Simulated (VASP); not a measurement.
# Zr2BN3 (Amm2) in VASP: further runs, part 2 of 2

VASP 6.6.1.

**3. Single point, PBE**

Input file INCAR:

```
SYSTEM = Zr2BN3
PREC     = Accurate       ! precision mode
ENCUT    = 520            ! plane-wave cutoff, eV
EDIFF    = 1E-6           ! SCF threshold, eV
ISMEAR   = 0              ! smearing method
SIGMA    = 0.1            ! smearing width, eV
LREAL    = .False.        ! projectors in reciprocal space
LASPH    = .True.         ! aspherical terms in the spheres
NELM     = 80             ! most SCF steps
ALGO     = Normal         ! electronic algorithm
ISIF     = 2              ! what is computed and relaxed
LWAVE    = .False.        ! write WAVECAR
LCHARG   = .False.        ! write CHGCAR
GGA      = PE             ! functional
NBANDS   = 30             ! bands
```

Input file KPOINTS:

```
regular mesh
0
Gamma
  6 6 6
  0 0 0
```

Input file POSCAR:

```
Zr2BN3
1.0
    3.3044365740      0.0000000000      0.0000000000
    0.0000000000      1.5086047471      6.5780319946
    0.0000000000     -1.5086047471      6.5780319946
Zr B N
2 1 3
Direct
    0.5000000000      0.5063265204      0.5063265204
    0.0000000000      0.2008585595      0.2008585595
    0.5000000000      0.7900021666      0.7900021666
    0.5000000000      0.3332956265      0.3332956265
    0.5000000000      0.6738215993      0.6738215993
    0.0000000000      0.0205841252      0.0205841252
```

Potentials or basis: VASP PAW PBE potentials, release 64 (Zr_sv, B, N).

Run with:

```bash
cat potpaw_PBE.64/Zr_sv/POTCAR potpaw_PBE.64/B/POTCAR potpaw_PBE.64/N/POTCAR > POTCAR
mpirun -np 1 vasp_std > vasp.out
```

OUTCAR:

```text
SYSTEM = Zr2BN3
   PREC = Accurate
   ENCUT = 520
   EDIFF = 1E-6
   ISMEAR = 0
   LREAL = .False.
   LASPH = .True.
   NELM = 80
   ISIF = 2
   GGA = PE

 ion  position               nearest neighbor table
   1  0.500  0.506  0.506-   5 2.20   6 2.25   6 2.25   6 2.25   6 2.25   4 2.28   2 3.40   2 3.40
                             2 3.40   2 3.40
   2  0.000  0.201  0.201-   5 2.27   5 2.27   5 2.27   5 2.27   6 2.37   4 2.40   4 2.40   3 2.53
                             3 2.53   3 2.53   3 2.53   1 3.40   1 3.40   1 3.40   1 3.40
   3  0.500  0.790  0.790-   5 1.53   4 1.61   4 1.61   2 2.53   2 2.53   2 2.53   2 2.53
   4  0.500  0.333  0.333-   3 1.61   3 1.61   1 2.28   2 2.40   2 2.40
   5  0.500  0.674  0.674-   3 1.53   1 2.20   2 2.27   2 2.27   2 2.27   2 2.27
   6  0.000  0.021  0.021-   1 2.25   1 2.25   1 2.25   1 2.25   2 2.37

  LATTYP: Found a base centered orthorhombic cell.
 ALAT       =     3.0172094942
 B/A-ratio  =     4.3603415721
 C/A-ratio  =     1.0951962667

  Lattice vectors:

 A1 = (   0.0000000000,   1.5086047471,  -6.5780319946)
 A2 = (   0.0000000000,   1.5086047471,   6.5780319946)
 A3 = (   3.3044365740,   0.0000000000,   0.0000000000)

Analysis of symmetry for initial positions (statically):
=====================================================================
 Subroutine PRICEL returns:
 Original cell was already a primitive cell.

 Routine SETGRP: Setting up the symmetry group for a
 base centered orthorhombic supercell.

 Subroutine GETGRP returns: Found  4 space group operations
 (whereof  4 operations were pure point group operations)
 out of a pool of  8 trial point group operations.

The static configuration has the point symmetry C_2v.

Analysis of symmetry for dynamics (positions and initial velocities):
=====================================================================
 Subroutine PRICEL returns:
 Original cell was already a primitive cell.

 Routine SETGRP: Setting up the symmetry group for a
 base centered orthorhombic supercell.
[... 130 lines left out ...]
   IALGO  =     38    algorithm
   IMIX   =      4    mixing-type and parameters
     AMIX     =   0.40;   BMIX     =  1.00
     AMIX_MAG =   1.60;   BMIX_MAG =  1.00
  volume/ion in A,a.u.               =      10.93        73.76
  Fermi-wavevector in a.u.,A,eV,Ry     =   1.411102  2.666595 27.092028  1.991208
  Thomas-Fermi vector in A             =   2.532988
   LORBIT       =      0    0 simple, 1 ext, 2 COOP (PROOUT), +10 PAW based schemes
   GGA     = PE    functional components
   LHFCALC =     F    Hartree Fock is set to
   AEXX    =    0.0000 exact exchange contribution
   IVDW    =     0    specifies the selected vdW correction
   LEPSILON=     F    determine dielectric tensor
   LRPA    =     F    only Hartree local field effects (RPA)
 non-spin polarized calculation
 Gauss-broadening in eV      SIGMA  =   0.10
  energy-cutoff  :      520.00
  volume of cell :       65.58
 maximum number of plane-waves:      1792
 NGX is ok and might be reduce to    28
   NGX = 13   NGY = 25   NGZ = 25

 number of electron      42.0000001 magnetization

 Free energy of the ion-electron system (eV)
  ---------------------------------------------------
  ext. energy  EPLUGINS =         0.00000000
  ---------------------------------------------------
  free energy    TOTEN  =       -55.94839036 eV

  energy without entropy =      -55.94454818  energy(sigma->0) =      -55.94646927

 E-fermi :  10.1624     XC(G=0): -11.9497

 val. band max:       10.0925129595   @ k =   0.3333   0.1667   0.0000
 cond. band min:      10.2106543238   @ k =   0.3333   0.1667   0.1667
 fundamental gap:      0.1181413643
 Fermi energy:        10.1623862558

 k-point     1 :       0.0000    0.0000    0.0000
  band No.  band energies     occupation
      1     -39.5829      2.00000
      2     -39.3829      2.00000
      3     -17.9935      2.00000
      4     -17.4992      2.00000
      5     -17.4453      2.00000
      6     -17.3468      2.00000
[... 781 lines left out ...]
     29      15.3601      0.00000
     30      15.7540      0.00000

 [... further k-points ...]
[... 5 lines left out ...]
  --------------------------------------------------------------------------------------
  -------------------------------------------------------------------------------------
  Total        0.0428646      0.0061627      0.0374778      0.0000000      0.0000000      0.0000000
  in kB        1.0471533      0.1505504      0.9155572      0.0000000      0.0000000      0.0000000
  external PRESSURE =       0.7044203 kB  Pullay stress =       0.0000000 kB

 VOLUME and BASIS-vectors are now :
 -----------------------------------------------------------------------------
  energy-cutoff  :      520.00
  volume of cell :       65.58
      direct lattice vectors                 reciprocal lattice vectors
     3.304436574  0.000000000  0.000000000     0.302623451  0.000000000  0.000000000
     0.000000000  1.508604747  6.578031995     0.000000000  0.331432074  0.076010576
     0.000000000 -1.508604747  6.578031995     0.000000000 -0.331432074  0.076010576

 POSITION                                       TOTAL-FORCE (eV/Angst)
 -----------------------------------------------------------------------------------
      1.65222      0.00000      6.66126         0.000000      0.000000     -0.010149
      0.00000      0.00000      2.64251         0.000000      0.000000     -0.009716
      1.65222      0.00000     10.39332         0.000000      0.000000      0.077913
      1.65222      0.00000      4.38486         0.000000      0.000000      0.003791
      1.65222      0.00000      8.86484         0.000000      0.000000     -0.058826
      0.00000      0.00000      0.27081         0.000000      0.000000     -0.003014
 -----------------------------------------------------------------------------------
    total drift:                                0.000000     -0.000000     -0.000519

  FREE ENERGIE OF THE ION-ELECTRON SYSTEM (eV)
  ---------------------------------------------------
  free  energy   TOTEN  =       -55.9483903558 eV

  energy  without entropy=      -55.9445481799  energy(sigma->0) =      -55.94646927
```

stdout:

```text
POSCAR found type information on POSCAR ZrB N
 POSCAR found :  3 types and       6 ions
 scaLAPACK will be used
 LDA part: xc-table for (Slater+PW92), standard interpolation
 POSCAR, INCAR and KPOINTS ok, starting setup
 FFT: planning ... GRIDC
 FFT: planning ... GRID_SOFT
 FFT: planning ... GRID
 WAVECAR not read
 entering main loop
```

It took 3.1 min on 1 thread of Intel Xeon Platinum 8259CL at 2.50GHz (Skylake/Cascade Lake), shared host; peak memory 0.3 GiB.

What came out:

| Property | Result |
| --- | --- |
| Free energy | -55.9484 eV |
| Pressure | 0.1 GPa |
| Largest force | 0.078 eV/Å |
| Band gap on the k mesh | zero (bands 21 and 22 overlap by 2.95 eV) |

Forces on the atoms (eV/Å):
```
Zr   0.000  0.000 -0.010
Zr   0.000  0.000 -0.010
B    0.000  0.000  0.078
N    0.000  0.000  0.004
N    0.000  0.000 -0.059
N    0.000  0.000 -0.003
```

Stress tensor (GPa, compression positive):
```
0.10 0.00 0.00
0.00 0.02 0.00
0.00 0.00 0.09
```

**4. Relaxation of cell and atoms, PBE**

Input file INCAR:

```
SYSTEM = Zr2BN3
PREC = Accurate
ENCUT = 600
EDIFF = 1E-6
ISMEAR = 0
SIGMA = 0.1
LREAL = .FALSE.
LASPH = .TRUE.
NELM = 60
ALGO = Normal
ISIF = 3
LWAVE = .FALSE.
LCHARG = .FALSE.
GGA = PE
IBRION = 2
NSW = 90
EDIFFG = -0.04
```

Input file KPOINTS:

```
Automatic mesh
0
G
  6 6 6
  0 0 0
```

Input file POSCAR:

```
Zr2BN3
1.0
    3.3041714013      0.0000000000      0.0000000000
    0.0000000000      1.5080181691      6.5773658925
    0.0000000000     -1.5080181691      6.5773658925
Zr B N
2 1 3
Direct
    0.5000000000      0.5048691402      0.5048691402
    0.0000000000      0.1994464594      0.1994464594
    0.5000000000      0.7909045920      0.7909045920
    0.5000000000      0.3343474019      0.3343474019
    0.5000000000      0.6748275169      0.6748275169
    0.0000000000      0.0204934870      0.0204934870
```

Potentials or basis: VASP PAW PBE potentials, release 64 (Zr_sv, B, N).

Run with:

```bash
cat potpaw_PBE.64/Zr_sv/POTCAR potpaw_PBE.64/B/POTCAR potpaw_PBE.64/N/POTCAR > POTCAR
mpirun -np 1 vasp_std > vasp.out
```

OUTCAR:

```text
SYSTEM = Zr2BN3
   PREC = Accurate
   ENCUT = 600
   EDIFF = 1E-6
   ISMEAR = 0
   LREAL = .FALSE.
   LASPH = .TRUE.
   NELM = 60
   ISIF = 3
   GGA = PE
   IBRION = 2
   NSW = 90
   EDIFFG = -0.04

 ion  position               nearest neighbor table
   1  0.500  0.505  0.505-   5 2.24   4 2.24   6 2.25   6 2.25   6 2.25   6 2.25   2 3.40   2 3.40
                             2 3.40   2 3.40
   2  0.000  0.199  0.199-   5 2.26   5 2.26   5 2.26   5 2.26   6 2.35   4 2.42   4 2.42   3 2.54
                             3 2.54   3 2.54   3 2.54   1 3.40   1 3.40   1 3.40   1 3.40
   3  0.500  0.791  0.791-   5 1.53   4 1.61   4 1.61   2 2.54   2 2.54   2 2.54   2 2.54
   4  0.500  0.334  0.334-   3 1.61   3 1.61   1 2.24   2 2.42   2 2.42
   5  0.500  0.675  0.675-   3 1.53   1 2.24   2 2.26   2 2.26   2 2.26   2 2.26
   6  0.000  0.020  0.020-   1 2.25   1 2.25   1 2.25   1 2.25   2 2.35

  LATTYP: Found a base centered orthorhombic cell.
 ALAT       =     3.0160363382
 B/A-ratio  =     4.3615959192
 C/A-ratio  =     1.0955343473
[... 320 lines left out ...]

 E-fermi :  10.1607     XC(G=0): -11.9501

 val. band max:       10.0892948694   @ k =   0.3333   0.1667  -0.0000
 cond. band min:      10.2092404182   @ k =   0.3333   0.1667   0.1667
 fundamental gap:      0.1199455488
 Fermi energy:        10.1606965043

 k-point     1 :       0.0000    0.0000    0.0000
  band No.  band energies     occupation
      1     -39.5812      2.00000
      2     -39.3874      2.00000
      3     -17.9947      2.00000
      4     -17.5026      2.00000
      5     -17.4482      2.00000
      6     -17.3464      2.00000
[... 661 lines left out ...]
     24      12.8703      0.00000
     25      12.8715      0.00000

 [... further k-points ...]

------------------------ aborting loop because EDIFF is reached ----------------------------------------

  FORCE on cell =-STRESS in cart. coord.  units (eV):
  Direction    XX          YY          ZZ          XY          YZ          ZX
  --------------------------------------------------------------------------------------
  -------------------------------------------------------------------------------------
  Total       -0.0666647     -0.1453004     -0.0001571      0.0000000      0.0000000      0.0000000
  in kB       -1.6283299     -3.5490599     -0.0038377      0.0000000      0.0000000      0.0000000
  external PRESSURE =      -1.7270758 kB  Pullay stress =       0.0000000 kB
[... 21 lines left out ...]
  FREE ENERGIE OF THE ION-ELECTRON SYSTEM (eV)
  ---------------------------------------------------
  free  energy   TOTEN  =       -55.9551708750 eV

  energy  without entropy=      -55.9514066809  energy(sigma->0) =      -55.95328878

 reached required accuracy - stopping structural energy minimisation
```

CONTCAR:

```text
Zr2BN3
   1.00000000000000
     3.3049741895619076    0.0000000000000000    0.0000000000000000
     0.0000000000000000    1.5093326099429287    6.5747761121648516
     0.0000000000000000   -1.5093326099429287    6.5747761121648516
  Zr              B               N
     2     1     3
Direct
     0.5000000000000000    0.5063747025397695    0.5063747025397695
     0.0000000000000000    0.2008638147212194    0.2008638147212194
     0.5000000000000000    0.7901728536664999    0.7901728536664999
     0.5000000000000000    0.3333149982629687    0.3333149982629687
     0.5000000000000000    0.6737728043009105    0.6737728043009105
     0.0000000000000000    0.0203894239086326    0.0203894239086326

  0.00000000E+00  0.00000000E+00  0.00000000E+00
  0.00000000E+00  0.00000000E+00  0.00000000E+00
  0.00000000E+00  0.00000000E+00  0.00000000E+00
  0.00000000E+00  0.00000000E+00  0.00000000E+00
  0.00000000E+00  0.00000000E+00  0.00000000E+00
  0.00000000E+00  0.00000000E+00  0.00000000E+00
```

Wall time 14 min (1 thread of Intel Xeon Platinum 8259CL at 2.50GHz (Skylake/Cascade Lake), shared host); peak memory 0.33 GiB.

Results:

```
Free energy                           : -55.9552 eV
Relaxed volume                        : 10.93 Å³/atom
Relaxed cell                          : a = 3.305 Å, b = 6.746 Å, c = 6.746 Å, α = 25.86°, β = 90.00°, γ = 90.00°
Space group after relaxing (to 0.1 Å) : Amm2 (No. 38)
Energy gained by relaxing             : 1.3 meV/atom
Ionic steps                           : 4
Pressure after relaxing               : -0.2 GPa
Largest force after relaxing          : 0.026 eV/Å
Band gap on the k mesh                : zero (bands 21 and 22 overlap by 2.95 eV)
```

Forces on the atoms (eV/Å):
```
Zr   0.000  0.000 -0.021
Zr   0.000  0.000 -0.005
B    0.000  0.000  0.026
N    0.000  0.000  0.001
N    0.000  0.000 -0.017
N    0.000  0.000  0.017
```

The path:
```csv
step,energy change (eV),largest force (eV/Å),pressure (GPa),volume (Å³)
1,0.0000,0.2761,-0.21,65.55
2,-0.0067,0.1282,0.26,65.41
3,-0.0069,0.1426,0.35,65.39
4,-0.0078,0.0257,-0.17,65.59
```

Final structure:
```
Zr B N
1.0
     3.30497    0.00000    0.00000
     0.00000    1.50933    6.57478
     0.00000   -1.50933    6.57478
Zr B N
2 1 3
Direct
  0.50000 0.50637 0.50637
  0.00000 0.20086 0.20086
  0.50000 0.79017 0.79017
  0.50000 0.33331 0.33331
  0.50000 0.67377 0.67377
  0.00000 0.02039 0.02039
```

Levels at points of the mesh, in eV from the Fermi level:
| k point | band 19 | band 20 | band 21 | band 22 | band 23 | band 24 |
| --- | --- | --- | --- | --- | --- | --- |
| (0.00, 0.00, 0.00) | -2.39 | -2.22 | -1.79 | -1.65 | 1.22 | 2.10 |
| (0.50, 0.00, 0.00) | -4.35 | -3.23 | 1.14 | 1.96 | 2.61 | 2.61 |
| (0.00, 0.50, 0.00) | -3.81 | -3.45 | 0.92 | 1.28 | 2.25 | 2.74 |
| (0.50, 0.50, 0.00) | -3.09 | -2.67 | -2.55 | 0.08 | 1.14 | 3.42 |
| (0.00, 0.50, 0.50) | -2.67 | -2.35 | -1.84 | -1.81 | 1.13 | 1.64 |
| (0.50, 0.50, 0.50) | -4.35 | -4.14 | 1.02 | 1.86 | 2.46 | 2.54 |

**5. Summary**

| task | cell | cutoff (eV) | gap on the mesh (eV) | pressure (GPa) | largest force (eV/Å) |
| --- | --- | --- | --- | --- | --- |
| single point | a = 3.304, b = 6.748, c = 6.748 Å, angles 25.8, 90.0, 90.0°, 6 atoms, atomic positions A | 520 | none | -0.1 | 0.28 |
| single point | a = 3.304, b = 6.749, c = 6.749 Å, angles 25.8, 90.0, 90.0°, 6 atoms, atomic positions B | 520 | none | 0.1 | 0.08 |
| relaxation of cell and atoms | relaxed from a = 3.304, b = 6.748, c = 6.748 Å, angles 25.8, 90.0, 90.0°, 6 atoms, atomic positions A | 600 | none | -0.2 | 0.03 |

Alike in all rows: level PBE; potentials or basis VASP PAW PBE potentials, release 64 (Zr_sv, B, N); no spin polarisation; k mesh 6 × 6 × 6; smearing gaussian 0.1 eV.

Total energies depend on the potentials used, so only differences within one code and one set of settings carry meaning.

The gap in the log of VASP goes by the Fermi energy; the results here count the filled bands.